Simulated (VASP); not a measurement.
# BN (Cm) in VASP: dielectric tensor with PBE

Aim: the dielectric tensor of BN with PBE.

Program: VASP 6.6.1. These are calculated values, not measurements. Logs are shortened: lines on timing, memory, paths and dates and some standing lists are left out, and cuts for length are marked.

### 1 The cell of the first run

The typed cell holds 2 atoms: a = 2.500 Å, b = 2.500 Å, c = 3.558 Å, α = 90.07°, β = 110.49°, γ = 120.00°.

### 2 Dielectric tensor, PBE

Contents of INCAR:

```
SYSTEM = BN
ALGO = Normal
EDIFF = 1E-8
ENCUT = 520
GGA = PE
ISIF = 2
ISMEAR = 0
LASPH = .TRUE.
LCHARG = .FALSE.
LEPSILON = .TRUE.
LREAL = .FALSE.
LWAVE = .FALSE.
NELM = 80
PREC = Accurate
SIGMA = 0.01
```

Contents of KPOINTS:

```
k-points
0
G
  10 10 10
  0 0 0
```

Contents of POSCAR:

```
BN
1.0
    2.4882474826      0.0027783522     -0.2444865124
   -1.2344752300      2.1604232930      0.2445306024
   -0.9249799228     -0.9087833053      3.3134102742
B N
1 1
Direct
    0.9910320786      0.9914197637     -0.0061621980
    0.6571169214      0.3244642363      0.9929671980
```

Potentials or basis: VASP PAW PBE potentials, release 64 (B, N).

On the command line:

```
> cat potpaw_PBE.64/B/POTCAR potpaw_PBE.64/N/POTCAR > POTCAR
> mpirun -np 1 vasp_std > vasp.out
```

OUTCAR:

```text
SYSTEM = BN
   EDIFF = 1E-8
   ENCUT = 520
   GGA = PE
   ISIF = 2
   ISMEAR = 0
   LASPH = .TRUE.
   LEPSILON = .TRUE.
   LREAL = .FALSE.
   NELM = 80
   PREC = Accurate

 ion  position               nearest neighbor table
   1  0.991  0.991  0.994-   2 1.44   2 1.44   2 1.44
   2  0.657  0.324  0.993-   1 1.44   1 1.44   1 1.44

  LATTYP: Found a triclinic cell.
 ALAT       =     2.5002772289
 B/A-ratio  =     0.9999813554
 C/A-ratio  =     1.4230870813
 COS(alpha) =     0.0012659038
 COS(beta)  =     0.3513214727
 COS(gamma) =     0.5000090190

  Lattice vectors:

 A1 = (  -1.2537722526,  -2.1632016452,  -0.0000440900)
 A2 = (   1.2344752300,  -2.1604232930,  -0.2445306024)
 A3 = (  -0.9249799228,  -0.9087833053,   3.3134102742)

Analysis of symmetry for initial positions (statically):
=====================================================================
 Subroutine PRICEL returns:
 Original cell was already a primitive cell.

 Routine SETGRP: Setting up the symmetry group for a
 triclinic supercell.

 Subroutine GETGRP returns: Found  1 space group operations
 (whereof  1 operations were pure point group operations)
 out of a pool of  2 trial point group operations.

The static configuration has the point symmetry C_1 .

Analysis of symmetry for dynamics (positions and initial velocities):
=====================================================================
 Subroutine PRICEL returns:
 Original cell was already a primitive cell.

 Routine SETGRP: Setting up the symmetry group for a
 triclinic supercell.

 Subroutine GETGRP returns: Found  1 space group operations
 (whereof  1 operations were pure point group operations)
 out of a pool of  2 trial point group operations.

The dynamic configuration has the point symmetry C_1 .

 Subroutine INISYM returns: Found  1 space group operations
 (whereof  1 operations are pure point group operations),
 and found     1 'primitive' translations

----------------------------------------------------------------------------------------

                                     Primitive cell

  volume of cell :      17.6126

  direct lattice vectors                    reciprocal lattice vectors
     2.488247483  0.002778352 -0.244486512     0.419051239  0.219395808  0.177158028
    -1.234475230  2.160423293  0.244530602     0.012092427  0.455266479  0.128243650
    -0.924979923 -0.908783305  3.313410274     0.030028098 -0.017410241  0.305411394

  length of vectors
     2.500231371  2.500230612  3.558112224     0.505097444  0.473138698  0.307377492

  position of ions in fractional coordinates (direct lattice)
     0.991032079  0.991419764  0.993837802
     0.657116921  0.324464236  0.992967198

  ion indices of the primitive-cell ions
   primitive index   ion index
                 1           1
                 2           2

----------------------------------------------------------------------------------------

 KPOINTS: k-points

Automatic generation of k-mesh.
 Grid dimensions read from file:
 generate k-points for:   10   10   10

 Generating k-lattice:

  Cartesian coordinates                     Fractional coordinates (reciprocal lattice)
     0.041905124  0.021939581  0.017715803     0.100000000  0.000000000 -0.000000000
     0.001209243  0.045526648  0.012824365    -0.000000000  0.100000000  0.000000000
     0.003002810 -0.001741024  0.030541139     0.000000000 -0.000000000  0.100000000

  Length of vectors
     0.050509744  0.047313870  0.030737749

  Shift w.r.t. Gamma in fractional coordinates (k-lattice)
     0.000000000  0.000000000  0.000000000
[... 74 lines left out ...]
  Thomas-Fermi vector in A             =   2.392043
   LORBIT       =      0    0 simple, 1 ext, 2 COOP (PROOUT), +10 PAW based schemes
   GGA     = PE    functional components
   LHFCALC =     F    Hartree Fock is set to
   AEXX    =    0.0000 exact exchange contribution
   IVDW    =     0    specifies the selected vdW correction
   LEPSILON=     T    determine dielectric tensor
   LRPA    =     F    only Hartree local field effects (RPA)
 non-spin polarized calculation
 Gauss-broadening in eV      SIGMA  =   0.01
  energy-cutoff  :      520.00
  volume of cell :       17.61
 maximum number of plane-waves:       499
   NGX =  9   NGY =  9   NGZ = 13

--------------------------------------- Ionic step        1  -------------------------------------------

 number of electron       8.0000000 magnetization

 E-fermi :   2.6418     XC(G=0): -10.2240

 val. band max:        2.4995631770   @ k =   0.3000   0.4000  -0.0000
 cond. band min:       6.6358465952   @ k =   0.5000   0.5000   0.5000
 fundamental gap:      4.1362834182
 Fermi energy:         2.6417690232

 k-point     1 :       0.0000    0.0000    0.0000
  band No.  band energies     occupation
      1     -15.3951      2.00000
      2      -1.5467      2.00000
      3       1.1589      2.00000
      4       1.1589      2.00000
      5       7.8281      0.00000
      6      14.1482      0.00000
      7      14.1492      0.00000
      8      15.6699      0.00000
[... 243 lines left out ...]
 k-point    24 :      -0.4000    0.1000    0.0000
  band No.  band energies     occupation
      1     -13.0003      2.00000
      2      -4.6392      2.00000
      3      -1.7721      2.00000
      4       0.3045      2.00000
      5       8.7728      0.00000
      6      12.9316      0.00000
      7      15.1004      0.00000
      8      19.9447      0.00000

 [... further k-points ...]

  FORCE on cell =-STRESS in cart. coord.  units (eV):
  Direction    XX          YY          ZZ          XY          YZ          ZX
  --------------------------------------------------------------------------------------
  -------------------------------------------------------------------------------------
  Total        0.5894768      0.5907437      0.3817448      0.0009938      0.0124991     -0.0215531
  in kB       53.6232439     53.7384977     34.7263779      0.0904054      1.1370092     -1.9606282
  external PRESSURE =      47.3627065 kB  Pullay stress =       0.0000000 kB

 VOLUME and BASIS-vectors are now :
 -----------------------------------------------------------------------------
  energy-cutoff  :      520.00
  volume of cell :       17.61
      direct lattice vectors                 reciprocal lattice vectors
     2.488247483  0.002778352 -0.244486512     0.419051239  0.219395808  0.177158028
    -1.234475230  2.160423293  0.244530602     0.012092427  0.455266479  0.128243650
    -0.924979923 -0.908783305  3.313410274     0.030028098 -0.017410241  0.305411394

 POSITION                                       TOTAL-FORCE (eV/Angst)
 -----------------------------------------------------------------------------------
      0.32277      1.24146      3.29313         0.000773     -0.000386      0.006528
      0.31605     -0.19959      3.20879        -0.000773      0.000386     -0.006528
 -----------------------------------------------------------------------------------
    total drift:                               -0.000118     -0.000058     -0.000005

  FREE ENERGIE OF THE ION-ELECTRON SYSTEM (eV)
  ---------------------------------------------------
  free  energy   TOTEN  =       -17.5680960831 eV

  energy  without entropy=      -17.5680960831  energy(sigma->0) =      -17.56809608

 HEAD OF MICROSCOPIC STATIC DIELECTRIC TENSOR (INDEPENDENT PARTICLE, excluding Hartree and local field effects)
 ------------------------------------------------------
           4.923161     0.009679    -0.183058
           0.010901     4.934948     0.107027
          -0.183871     0.105739     3.071302
 ------------------------------------------------------

 Free energy of the ion-electron system (eV)
  ---------------------------------------------------
  ---------------------------------------------------
  free energy    TOTEN  =        -0.19888313 eV

  energy without entropy =       -0.19888313

------------------------ aborting loop because EDIFF is reached ----------------------------------------

--------------------------------------- Ionic step        2  -------------------------------------------

------------------------ aborting loop because EDIFF is reached ----------------------------------------

--------------------------------------- Ionic step        3  -------------------------------------------

 Free energy of the ion-electron system (eV)
  ---------------------------------------------------
  ---------------------------------------------------
  free energy    TOTEN  =        -0.09547727 eV

  energy without entropy =       -0.09547727

------------------------ aborting loop because EDIFF is reached ----------------------------------------

 PIEZOELECTRIC TENSOR FIELD DIRECTION 3  (e Angst)
 -----------------------------------------------------------------------------
    -0.02831  0.12285 -0.00471           ( -0.00019  0.00036 -0.00003)
     0.12285  0.11367  0.00330           (  0.00036  0.00023  0.00002)
    -0.00471  0.00330 -0.12073           ( -0.00003  0.00002 -0.00065)

 PIEZOELECTRIC TENSOR FIELD DIRECTION 3  (C/m^2)
 -----------------------------------------------------------------------------
    -0.02575  0.11175 -0.00428
     0.11175  0.10340  0.00300
    -0.00428  0.00300 -0.10983

 MACROSCOPIC STATIC DIELECTRIC TENSOR (including local field effects in DFT)
 ------------------------------------------------------
           4.829445     0.010946    -0.204595
           0.012127     4.842657     0.119494
          -0.205391     0.118233     2.760726
 ------------------------------------------------------

 PIEZOELECTRIC TENSOR (including local field effects)  for field in x, y, z        (e  Angst)
          XX          YY          ZZ          XY          YZ          ZX
  --------------------------------------------------------------------------------
  x    -0.00903     0.00748    -0.00138    -1.24026     0.12269    -0.04971
  y    -1.24143     1.24121     0.00322     0.00529     0.09215     0.12290
  z    -0.02831     0.11367    -0.12073     0.12285     0.00330    -0.00471

 PIEZOELECTRIC TENSOR (including local field effects)  for field in x, y, z        (C/m^2)
          XX          YY          ZZ          XY          YZ          ZX
  --------------------------------------------------------------------------------
  x    -0.00821     0.00680    -0.00126    -1.12824     0.11161    -0.04522
  y    -1.12930     1.12910     0.00293     0.00481     0.08383     0.11180
  z    -0.02575     0.10340    -0.10983     0.11175     0.00300    -0.00428

 BORN EFFECTIVE CHARGES (including local field effects) (in |e|, cummulative output)
 ---------------------------------------------------------------------------------
 ion    1
    1     2.68131     0.01132    -0.19098
    2     0.01034     2.69400     0.11049
    3    -0.19065     0.11110     0.75834
 ion    2
    1    -2.68131    -0.01132     0.19098
    2    -0.01034    -2.69400    -0.11049
    3     0.19065    -0.11110    -0.75834
```

Wall time 5.4 min (1 thread of AMD EPYC 9R45 (Zen 5), shared host); peak memory 0.3 GiB.

Results:

```yaml
Band_gap_on_the_k_mesh: 4.14 eV (least direct gap 4.87 eV)
Electronic_dielectric_tensor_diagonal: 4.83, 4.84, 2.76
Born_charges_mean_of_the_diagonal: B +2.04; N -2.04 e
```

Electronic dielectric tensor:
```
 4.83  0.01 -0.20
 0.01  4.84  0.12
-0.21  0.12  2.76
```

Born effective charge tensors (e):
atom 1, B
```
 2.68  0.01 -0.19
 0.01  2.69  0.11
-0.19  0.11  0.76
```
atom 2, N
```
-2.68 -0.01  0.19
-0.01 -2.69 -0.11
 0.19 -0.11 -0.76
```

Caveat: this functional lacks dispersion, which binds the layers, so the pressure and a relaxed spacing across them are unreliable. A k mesh can miss the band edges.
